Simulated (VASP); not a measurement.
# LiCl (P6_3/mmc) in VASP: settings compared

The runs below take LiCl through vibrations by perturbation theory, dielectric tensor, with PBEsol, r2SCAN.

All numbers are computed with VASP 6.6.1; they aren't measurements. Logs are shortened: lines on timing, memory, paths and dates and some standing lists are left out, and cuts for length are marked.

## 1. The cell of the first run

The structure is hexagonal, space group P6_3/mmc (No. 194). Conventional cell: a = 3.540 Å, b = 3.540 Å, c = 5.975 Å, α = 90.00°, β = 90.00°, γ = 120.00°. Within 3.3 Å of Li (site symmetry -3m) lie 6 Cl at 2.53 Å and 2 Li at 2.99 Å. Cl (site symmetry -6m2) has 6 Li at 2.53 Å within 3.3 Å.

## 2. Vibrations by perturbation theory, PBEsol

File INCAR:

```
  PREC = Accurate
  ENCUT = 520
  EDIFF = 1E-8
  ISMEAR = 0
  SIGMA = 0.01
  LREAL = False
  LASPH = True
  NELM = 100
  ALGO = Normal
  ISIF = 2
  LWAVE = False
  LCHARG = False
  GGA = PS
  IBRION = 8
  NSW = 1
  LEPSILON = True
```

File KPOINTS:

```
Automatic mesh
0
Gamma
  9 9 4
```

File POSCAR:

```
LiCl
1.0
    3.5396969333      0.0000000000      0.0000000000
   -1.7698484667      3.0654674660      0.0000000000
    0.0000000000      0.0000000000      5.9754363883
Li Cl
2 2
Direct
    0.0000000000      0.0000000000      0.0000000000
    0.0000000000      0.0000000000      0.5000000000
    0.3333333333      0.6666666667      0.2500000000
    0.6666666667      0.3333333333      0.7500000000
```

Potentials or basis: VASP PAW PBE potentials, release 64 (Li_sv, Cl).

Command:

```bash
$ cat potpaw_PBE.64/Li_sv/POTCAR potpaw_PBE.64/Cl/POTCAR > POTCAR
$ mpirun -np 1 vasp_std > vasp.out
```

OUTCAR:

```text
PREC = Accurate
   ENCUT = 520
   EDIFF = 1E-8
   ISMEAR = 0
   LREAL = False
   LASPH = True
   NELM = 100
   ISIF = 2
   GGA = PS
   IBRION = 8
   NSW = 1
   LEPSILON = True

 ion  position               nearest neighbor table
   1  0.000  0.000  0.000-   3 2.53   4 2.53   4 2.53   3 2.53   4 2.53   3 2.53
   2  0.000  0.000  0.500-   3 2.53   4 2.53   4 2.53   3 2.53   4 2.53   3 2.53
   3  0.333  0.667  0.250-   1 2.53   2 2.53   1 2.53   2 2.53   1 2.53   2 2.53
   4  0.667  0.333  0.750-   1 2.53   2 2.53   1 2.53   2 2.53   1 2.53   2 2.53

  LATTYP: Found a hexagonal cell.
 ALAT       =     3.5396969333
 C/A-ratio  =     1.6881209044

  Lattice vectors:

 A1 = (   3.5396969333,   0.0000000000,   0.0000000000)
 A2 = (  -1.7698484667,   3.0654674660,   0.0000000000)
 A3 = (   0.0000000000,   0.0000000000,   5.9754363883)

Analysis of symmetry for initial positions (statically):
=====================================================================
 Subroutine PRICEL returns:
 Original cell was already a primitive cell.

 Routine SETGRP: Setting up the symmetry group for a
 hexagonal supercell.

 Subroutine GETGRP returns: Found 24 space group operations
 (whereof 12 operations were pure point group operations)
 out of a pool of 24 trial point group operations.

The static configuration has the point symmetry D_3d.
 The point group associated with its full space group is D_6h.

Analysis of symmetry for dynamics (positions and initial velocities):
=====================================================================
 Subroutine PRICEL returns:
 Original cell was already a primitive cell.

 Routine SETGRP: Setting up the symmetry group for a
 hexagonal supercell.

 Subroutine GETGRP returns: Found 24 space group operations
 (whereof 12 operations were pure point group operations)
 out of a pool of 24 trial point group operations.

The dynamic configuration has the point symmetry D_3d.
 The point group associated with its full space group is D_6h.

 Subroutine INISYM returns: Found 24 space group operations
 (whereof 12 operations are pure point group operations),
 and found     1 'primitive' translations

----------------------------------------------------------------------------------------

                                     Primitive cell

  volume of cell :      64.8384

  direct lattice vectors                    reciprocal lattice vectors
     3.539696933  0.000000000  0.000000000     0.282510062  0.163107260  0.000000000
    -1.769848467  3.065467466  0.000000000     0.000000000  0.326214521  0.000000000
     0.000000000  0.000000000  5.975436388     0.000000000  0.000000000  0.167351794

  length of vectors
     3.539696933  3.539696933  5.975436388     0.326214521  0.326214521  0.167351794

  position of ions in fractional coordinates (direct lattice)
     0.000000000  0.000000000  0.000000000
     0.000000000  0.000000000  0.500000000
     0.333333333  0.666666667  0.250000000
     0.666666667  0.333333333  0.750000000

  ion indices of the primitive-cell ions
   primitive index   ion index
                 1           1
                 2           2
                 3           3
                 4           4

----------------------------------------------------------------------------------------

 KPOINTS: Automatic mesh

Automatic generation of k-mesh.
 Grid dimensions read from file:
 generate k-points for:    9    9    4

 Generating k-lattice:

  Cartesian coordinates                     Fractional coordinates (reciprocal lattice)
     0.031390007  0.018123029  0.000000000     0.111111111  0.000000000  0.000000000
     0.000000000  0.036246058  0.000000000     0.000000000  0.111111111  0.000000000
     0.000000000  0.000000000  0.041837949     0.000000000  0.000000000  0.250000000

  Length of vectors
     0.036246058  0.036246058  0.041837949

  Shift w.r.t. Gamma in fractional coordinates (k-lattice)
     0.000000000  0.000000000  0.000000000

 Subroutine IBZKPT returns following result:
[... 556 lines left out ...]

--------------------------------------- Ionic step        2  -------------------------------------------

------------------------ aborting loop because EDIFF is reached ----------------------------------------

--------------------------------------- Ionic step        3  -------------------------------------------

------------------------ aborting loop because EDIFF is reached ----------------------------------------

 PIEZOELECTRIC TENSOR FIELD DIRECTION 3  (e Angst)
 -----------------------------------------------------------------------------
     0.00006  0.00000  0.00000           (  0.00000 -0.00000  0.00000)
     0.00000  0.00006  0.00000           ( -0.00000  0.00000  0.00000)
     0.00000 -0.00000  0.00051           (  0.00000  0.00000  0.00000)

 PIEZOELECTRIC TENSOR FIELD DIRECTION 3  (C/m^2)
 -----------------------------------------------------------------------------
     0.00002  0.00000  0.00000
     0.00000  0.00002  0.00000
     0.00000 -0.00000  0.00013

[... ionic steps 4 to 9 ...]

--------------------------------------- Ionic step       10  -------------------------------------------

------------------------ aborting loop because EDIFF is reached ----------------------------------------

[... ionic steps 11 to 11 ...]

--------------------------------------- Ionic step       12  -------------------------------------------

 Free energy of the ion-electron system (eV)
  ---------------------------------------------------
  ---------------------------------------------------
  free energy    TOTEN  =        -0.22039241 eV

  energy without entropy =       -0.22039241

------------------------ aborting loop because EDIFF is reached ----------------------------------------

 INTERNAL STRAIN TENSOR  FOR ION    3  DIRECTION 3   (eV/Angst):
 -----------------------------------------------------------------------------
    -0.00128  0.00000 -0.00000
     0.00000 -0.00128  0.00000
     0.00000 -0.00000 -0.00049

 MACROSCOPIC STATIC DIELECTRIC TENSOR (including local field effects in DFT)
 ------------------------------------------------------
           3.091998    -0.000000     0.000000
          -0.000000     3.091998     0.000000
          -0.000000     0.000000     3.084094
 ------------------------------------------------------

 PIEZOELECTRIC TENSOR (including local field effects)  for field in x, y, z        (e  Angst)
          XX          YY          ZZ          XY          YZ          ZX
  --------------------------------------------------------------------------------
  x     0.00000     0.00000     0.00000     0.00000     0.00000     0.00000
  y     0.00000     0.00000     0.00000     0.00000     0.00000     0.00000
  z     0.00000     0.00000     0.00000     0.00000     0.00000     0.00000

 PIEZOELECTRIC TENSOR (including local field effects)  for field in x, y, z        (C/m^2)
          XX          YY          ZZ          XY          YZ          ZX
  --------------------------------------------------------------------------------
  x     0.00000     0.00000     0.00000     0.00000     0.00000     0.00000
  y     0.00000     0.00000     0.00000     0.00000     0.00000     0.00000
  z     0.00000     0.00000     0.00000     0.00000     0.00000     0.00000

 BORN EFFECTIVE CHARGES (including local field effects) (in |e|, cummulative output)
 ---------------------------------------------------------------------------------
 ion    1
    1     1.16123    -0.00000     0.00000
    2    -0.00000     1.16123    -0.00000
    3     0.00000    -0.00000     1.18595
 ion    2
    1     1.16123    -0.00000    -0.00000
    2    -0.00000     1.16123     0.00000
    3    -0.00000     0.00000     1.18595
 ion    3
    1    -1.16123     0.00000     0.00000
    2     0.00000    -1.16123     0.00000
    3     0.00000    -0.00000    -1.18595
 ion    4
    1    -1.16123     0.00000     0.00000
    2     0.00000    -1.16123     0.00000
    3     0.00000    -0.00000    -1.18595

 INTERNAL STRAIN TENSOR FOR ION    4 for displacements in x,y,z  (eV/Angst):
          X           Y           Z          XY          YZ          ZX
  --------------------------------------------------------------------------------
  x    -0.00000     0.00000     0.00000     0.07648     0.00000     0.00000
  y     0.07648    -0.07648     0.00000     0.00000     0.00000     0.00000
  z    -0.00000     0.00000    -0.00000     0.00000     0.00000     0.00000

 SECOND DERIVATIVES (NOT SYMMETRIZED)
 ------------------------------------
               1X          1Y          1Z          2X          2Y          2Z          3X          3Y          3Z          4X          4Y          4Z
  1X    -0.991505    0.000000    0.000000   -0.057881    0.000000    0.000000    0.524693   -0.000000    0.000000    0.524693   -0.000000    0.000000
  1Y     0.000000   -0.991505    0.000000    0.000000   -0.057881    0.000000   -0.000000    0.524693    0.000000   -0.000000    0.524693    0.000000
  1Z     0.000000   -0.000000   -3.169555    0.000000    0.000000    2.167176    0.000000   -0.000000    0.501189    0.000000   -0.000000    0.501189
  2X    -0.057881    0.000000    0.000000   -0.991505    0.000000    0.000000    0.524693   -0.000000    0.000000    0.524693   -0.000000    0.000000
  2Y     0.000000   -0.057881    0.000000    0.000000   -0.991505    0.000000   -0.000000    0.524693    0.000000   -0.000000    0.524693    0.000000
  2Z    -0.000000   -0.000000    2.167176    0.000000    0.000000   -3.169555   -0.000000    0.000000    0.501189   -0.000000    0.000000    0.501189
  3X     0.532312   -0.000000    0.000000    0.532312   -0.000000   -0.000000   -1.505567    0.000000    0.000000    0.440943   -0.000000    0.000000
  3Y    -0.000000    0.532312   -0.000000   -0.000000    0.532312    0.000000    0.000000   -1.505567    0.000000   -0.000000    0.440943    0.000000
  3Z    -0.000000    0.000000    0.490455    0.000000    0.000000    0.490455    0.000000    0.000000   -3.126794    0.000000    0.000000    2.145883
  4X     0.532312   -0.000000    0.000000    0.532312   -0.000000   -0.000000    0.440943   -0.000000    0.000000   -1.505567    0.000000    0.000000
  4Y    -0.000000    0.532312   -0.000000   -0.000000    0.532312    0.000000   -0.000000    0.440943    0.000000    0.000000   -1.505567    0.000000
  4Z    -0.000000    0.000000    0.490455    0.000000    0.000000    0.490455    0.000000    0.000000    2.145883    0.000000    0.000000   -3.126794

 Eigenvectors and eigenvalues of the dynamical matrix
 ----------------------------------------------------

   1 f  =   13.640471 THz    85.705609 2PiTHz  454.997150 cm-1    56.412432 meV
             X         Y         Z           dx          dy          dz
      0.000000  0.000000  0.000000    -0.000000    0.000000    0.707107
      0.000000  0.000000  2.987718    -0.000000    0.000000   -0.707107
     -0.000000  2.043645  1.493859    -0.000000    0.000000    0.000000
      1.769848  1.021822  4.481577    -0.000000    0.000000    0.000000
[... 71 lines left out ...]
  12 f/i=    0.025766 THz     0.161894 2PiTHz    0.859466 cm-1     0.106560 meV
             X         Y         Z           dx          dy          dz
      0.000000  0.000000  0.000000    -0.000000    0.000000    0.284722
      0.000000  0.000000  2.987718    -0.000000    0.000000    0.284722
     -0.000000  2.043645  1.493859    -0.000000    0.000000    0.647251
      1.769848  1.021822  4.481577    -0.000000    0.000000    0.647251

--------------------------------------------------------------------------------------------------------

 MACROSCOPIC STATIC DIELECTRIC TENSOR IONIC CONTRIBUTION
 ------------------------------------------------------
           7.120483    -0.000000     0.000000
          -0.000000     7.120483    -0.000000
           0.000000    -0.000000     7.916175
 ------------------------------------------------------

 ELASTIC MODULI CONTR FROM IONIC RELAXATION (kBar)
 Direction    XX          YY          ZZ          XY          YZ          ZX
 --------------------------------------------------------------------------------
 XX          -0.1485      0.1485      0.0000      0.0000      0.0000     -0.0000
 YY           0.1485     -0.1485      0.0000      0.0000      0.0000      0.0000
 ZZ           0.0000      0.0000     -0.0000     -0.0000      0.0000      0.0000
 XY           0.0000      0.0000     -0.0000     -0.1485      0.0000     -0.0000
 YZ           0.0000      0.0000      0.0000      0.0000      0.0000      0.0000
 ZX          -0.0000      0.0000      0.0000     -0.0000      0.0000     -0.0000
 --------------------------------------------------------------------------------

 PIEZOELECTRIC TENSOR IONIC CONTR  for field in x, y, z        (C/m^2)
          XX          YY          ZZ          XY          YZ          ZX
  --------------------------------------------------------------------------------
  x    -0.00000     0.00000     0.00000     0.00000     0.00000    -0.00000
  y     0.00000    -0.00000    -0.00000    -0.00000     0.00000    -0.00000
  z     0.00000    -0.00000     0.00000     0.00000     0.00000     0.00000
```

It took 33 min on 1 thread of Intel Xeon 8259CL, shared host; peak memory 0.39 GiB.

What came out:

```
Electronic dielectric tensor (diagonal)                 : 3.09, 3.09, 3.08
Born charges (mean of the diagonal)                     : Li +1.17; Cl -1.17 e
Highest phonon frequency at Γ, LO-TO splitting left out : 455 cm⁻¹
```

Phonon frequencies in cm⁻¹ (negative: imaginary):
| q point | frequencies |
| --- | --- |
| (0.000, 0.000, 0.000) | -1 -1 -1 122 122 190 190 201 215 221 221 455 |

Electronic dielectric tensor:
```
3.09 0.00 0.00
0.00 3.09 0.00
0.00 0.00 3.08
```

Born effective charge tensors (e):
atom 1, Li
```
1.16 0.00 0.00
0.00 1.16 0.00
0.00 0.00 1.19
```
atom 2, Li
```
1.16 0.00 0.00
0.00 1.16 0.00
0.00 0.00 1.19
```
atom 3, Cl
```
-1.16  0.00  0.00
 0.00 -1.16  0.00
 0.00  0.00 -1.19
```
atom 4, Cl
```
-1.16  0.00  0.00
 0.00 -1.16  0.00
 0.00  0.00 -1.19
```

(Continued in part 2 of 2.)
